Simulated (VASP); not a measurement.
# CuI (F-43m) in VASP: a series of runs, part 2 of 2

VASP 6.6.1.

### 3 Vibrations by perturbation theory, LDA

The input, INCAR:

```
SYSTEM = CuI
  PREC = Accurate
  ENCUT = 600
  EDIFF = 1E-8
  ISMEAR = 0
  SIGMA = 0.01
  LREAL = .False.
  LASPH = .True.
  NELM = 120
  ALGO = Normal
  ISIF = 2
  LWAVE = .False.
  LCHARG = .False.
  GGA = CA
  NBANDS = 16
  IBRION = 8
  NSW = 1
  GGA_COMPAT = .False.
```

The input, KPOINTS:

```
regular mesh
0
Gamma
  8 8 8
  0 0 0
```

The input, POSCAR:

```
CuI
1.0
    0.0000000000      3.0265000000      3.0265000000
    3.0265000000      0.0000000000      3.0265000000
    3.0265000000      3.0265000000      0.0000000000
Cu I
1 1
Direct
    0.0000000000      0.0000000000      0.0000000000
    0.2500000000      0.2500000000      0.2500000000
```

Potentials or basis: VASP PAW LDA potentials, release 64 (Cu, I).

Launch:

```sh
> cat potpaw_LDA.64/Cu/POTCAR potpaw_LDA.64/I/POTCAR > POTCAR
> mpirun -np 1 vasp_std > vasp.out
```

OUTCAR:

```text
SYSTEM = CuI
   PREC = Accurate
   ENCUT = 600
   EDIFF = 1E-8
   ISMEAR = 0
   LREAL = .False.
   LASPH = .True.
   NELM = 120
   ISIF = 2
   GGA = CA
   IBRION = 8
   NSW = 1

 ion  position               nearest neighbor table
   1  0.000  0.000  0.000-   2 2.62   2 2.62   2 2.62   2 2.62
   2  0.250  0.250  0.250-   1 2.62   1 2.62   1 2.62   1 2.62

  LATTYP: Found a face centered cubic cell.
 ALAT       =     6.0530000000

  Lattice vectors:

 A1 = (   0.0000000000,   3.0265000000,   3.0265000000)
 A2 = (   3.0265000000,   0.0000000000,   3.0265000000)
 A3 = (   3.0265000000,   3.0265000000,   0.0000000000)

Analysis of symmetry for initial positions (statically):
=====================================================================
 Subroutine PRICEL returns:
 Original cell was already a primitive cell.

 Routine SETGRP: Setting up the symmetry group for a
 face centered cubic supercell.

 Subroutine GETGRP returns: Found 24 space group operations
 (whereof 24 operations were pure point group operations)
 out of a pool of 48 trial point group operations.

The static configuration has the point symmetry T_d .

Analysis of symmetry for dynamics (positions and initial velocities):
=====================================================================
 Subroutine PRICEL returns:
 Original cell was already a primitive cell.

 Routine SETGRP: Setting up the symmetry group for a
 face centered cubic supercell.

 Subroutine GETGRP returns: Found 24 space group operations
 (whereof 24 operations were pure point group operations)
 out of a pool of 48 trial point group operations.

The dynamic configuration has the point symmetry T_d .

 Subroutine INISYM returns: Found 24 space group operations
 (whereof 24 operations are pure point group operations),
 and found     1 'primitive' translations

----------------------------------------------------------------------------------------

                                     Primitive cell

  volume of cell :      55.4437

  direct lattice vectors                    reciprocal lattice vectors
     0.000000000  3.026500000  3.026500000    -0.165207335  0.165207335  0.165207335
     3.026500000  0.000000000  3.026500000     0.165207335 -0.165207335  0.165207335
     3.026500000  3.026500000  0.000000000     0.165207335  0.165207335 -0.165207335

  length of vectors
     4.280117347  4.280117347  4.280117347     0.286147498  0.286147498  0.286147498

  position of ions in fractional coordinates (direct lattice)
     0.000000000  0.000000000  0.000000000
     0.250000000  0.250000000  0.250000000

  ion indices of the primitive-cell ions
   primitive index   ion index
                 1           1
                 2           2

[... 120 lines left out ...]
  energy without entropy =       -6.92573331  energy(sigma->0) =       -6.92573331

 E-fermi :   4.3093     XC(G=0):  -9.3311

 val. band max:        4.2196832187   @ k =   0.0000   0.0000   0.0000
 cond. band min:       5.2295315017   @ k =   0.0000   0.0000   0.0000
 fundamental gap:      1.0098482829
 Fermi energy:         4.3092556986

 k-point     1 :       0.0000    0.0000    0.0000
  band No.  band energies     occupation
      1      -9.7889      2.00000
      2       0.5707      2.00000
      3       0.5707      2.00000
      4       0.5707      2.00000
      5       2.2807      2.00000
      6       2.2807      2.00000
[... 433 lines left out ...]
      3       0.0482      2.00000
      4       0.5642      2.00000
      5       2.2153      2.00000
      6       2.2914      2.00000
[... 8 lines left out ...]
     15      14.9052      0.00000
     16      15.5009      0.00000

 [... further k-points ...]
[... 5 lines left out ...]
  --------------------------------------------------------------------------------------
  -------------------------------------------------------------------------------------
  Total       -1.4409260     -1.4409260     -1.4409260      0.0000000      0.0000000      0.0000000
  in kB      -41.6389929    -41.6389929    -41.6389929      0.0000000      0.0000000      0.0000000
  external PRESSURE =     -41.6389929 kB  Pullay stress =       0.0000000 kB

 VOLUME and BASIS-vectors are now :
 -----------------------------------------------------------------------------
  energy-cutoff  :      600.00
  volume of cell :       55.44
      direct lattice vectors                 reciprocal lattice vectors
     0.000000000  3.026500000  3.026500000    -0.165207335  0.165207335  0.165207335
     3.026500000  0.000000000  3.026500000     0.165207335 -0.165207335  0.165207335
     3.026500000  3.026500000  0.000000000     0.165207335  0.165207335 -0.165207335

 POSITION                                       TOTAL-FORCE (eV/Angst)
 -----------------------------------------------------------------------------------
      0.00000      0.00000      0.00000         0.000000      0.000000      0.000000
      1.51325      1.51325      1.51325        -0.000000     -0.000000     -0.000000
 -----------------------------------------------------------------------------------
    total drift:                               -0.000000     -0.000000     -0.000000

  FREE ENERGIE OF THE ION-ELECTRON SYSTEM (eV)
  ---------------------------------------------------
  free  energy   TOTEN  =        -6.9257333104 eV

  energy  without entropy=       -6.9257333104  energy(sigma->0) =       -6.92573331

[... ionic steps 2 to 3 ...]

--------------------------------------- Ionic step        4  -------------------------------------------

------------------------ aborting loop because EDIFF is reached ----------------------------------------

[... ionic steps 5 to 6 ...]

--------------------------------------- Ionic step        7  -------------------------------------------

 Free energy of the ion-electron system (eV)
  ---------------------------------------------------
  ---------------------------------------------------
  free energy    TOTEN  =        -0.07928562 eV

  energy without entropy =       -0.07928562

------------------------ aborting loop because EDIFF is reached ----------------------------------------

 INTERNAL STRAIN TENSOR  FOR ION    2  DIRECTION 1   (eV/Angst):
 -----------------------------------------------------------------------------
     0.00809  0.00000  0.00000
     0.00000  0.00651 -1.90981
     0.00000 -1.90981  0.00651

 INTERNAL STRAIN TENSOR FOR ION    2 for displacements in x,y,z  (eV/Angst):
          X           Y           Z          XY          YZ          ZX
  --------------------------------------------------------------------------------
  x     0.00000     0.00000     0.00000     0.00000    -1.90981     0.00000
  y     0.00000    -0.00000     0.00000     0.00000     0.00000    -1.90981
  z     0.00000     0.00000     0.00000    -1.90981     0.00000     0.00000

 SECOND DERIVATIVES (NOT SYMMETRIZED)
 ------------------------------------
               1X          1Y          1Z          2X          2Y          2Z
  1X    -2.195491    0.000000    0.000000    2.195491    0.000000    0.000000
  1Y     0.000000   -2.195491    0.000000    0.000000    2.195491    0.000000
  1Z     0.000000    0.000000   -2.195491    0.000000    0.000000    2.195491
  2X     2.155551    0.000000    0.000000   -2.155551    0.000000    0.000000
  2Y     0.000000    2.155551    0.000000    0.000000   -2.155551    0.000000
  2Z     0.000000    0.000000    2.155551    0.000000    0.000000   -2.155551

 Eigenvectors and eigenvalues of the dynamical matrix
 ----------------------------------------------------

   1 f  =    3.549010 THz    22.299087 2PiTHz  118.382226 cm-1    14.677519 meV
             X         Y         Z           dx          dy          dz
      0.000000  0.000000  0.000000     0.694549    0.433593    0.000000
      1.513250  1.513250  1.513250    -0.487000   -0.304024   -0.000000
[... 21 lines left out ...]
   6 f/i=    0.015314 THz     0.096221 2PiTHz    0.510821 cm-1     0.063334 meV
             X         Y         Z           dx          dy          dz
      0.000000  0.000000  0.000000     0.568449    0.080333   -0.003464
      1.513250  1.513250  1.513250     0.810710    0.114570   -0.004941

--------------------------------------------------------------------------------------------------------

 ELASTIC MODULI CONTR FROM IONIC RELAXATION (kBar)
 Direction    XX          YY          ZZ          XY          YZ          ZX
 --------------------------------------------------------------------------------
 XX          -0.0000     -0.0000     -0.0000      0.0000      0.0000     -0.0000
 YY          -0.0000     -0.0000      0.0000     -0.0000      0.0000     -0.0000
 ZZ          -0.0000      0.0000     -0.0000      0.0000      0.0000     -0.0000
 XY           0.0000     -0.0000      0.0000    -56.8467     -0.0000     -0.0000
 YZ           0.0000      0.0000      0.0000     -0.0000    -56.8467      0.0000
 ZX          -0.0000     -0.0000     -0.0000     -0.0000      0.0000    -56.8467
 --------------------------------------------------------------------------------
```

OSZICAR:

```text
N       E                     dE             d eps       ncg     rms          rms(c)
DAV:   1     0.105810293314E+03    0.10581E+03   -0.84448E+03   928   0.136E+03
DAV:   2     0.397601137363E+00   -0.10541E+03   -0.96185E+02   960   0.246E+02
DAV:   3    -0.694426920800E+01   -0.73419E+01   -0.72333E+01  1224   0.700E+01
DAV:   4    -0.718715532732E+01   -0.24289E+00   -0.24281E+00  1256   0.109E+01
[... 46 lines left out ...]
RMM:  10    -0.792857096180E-01   -0.11773E-06   -0.13168E-08  5509   0.225E-04    0.963E-05
RMM:  11    -0.792856850668E-01    0.24551E-07   -0.24928E-09  5728   0.879E-05    0.447E-05
RMM:  12    -0.792856186793E-01    0.66387E-07   -0.29412E-10  5316   0.355E-05    0.114E-05
RMM:  13    -0.792856168918E-01    0.17875E-08    0.64810E-11  5665   0.152E-05    0.360E-06
 Linear response finished
```

Wall time 6.4 min (1 thread of Intel Xeon Platinum 8259CL at 2.50GHz (Skylake/Cascade Lake), shared host); peak memory 0.4 GiB.

What came out:

```yaml
Highest_phonon_frequency_at_Γ_LO-TO_splitting_left_out: 118 cm⁻¹
```

Phonon frequencies in cm⁻¹ (negative: imaginary):
```tsv
q point	frequencies
(0.000, 0.000, 0.000)	-1 -1 -1 118 118 118
```

Caveat: the cell stands under pressure or tension, which shifts response properties; spin-orbit coupling is left out, which moves the levels of the heavy elements.
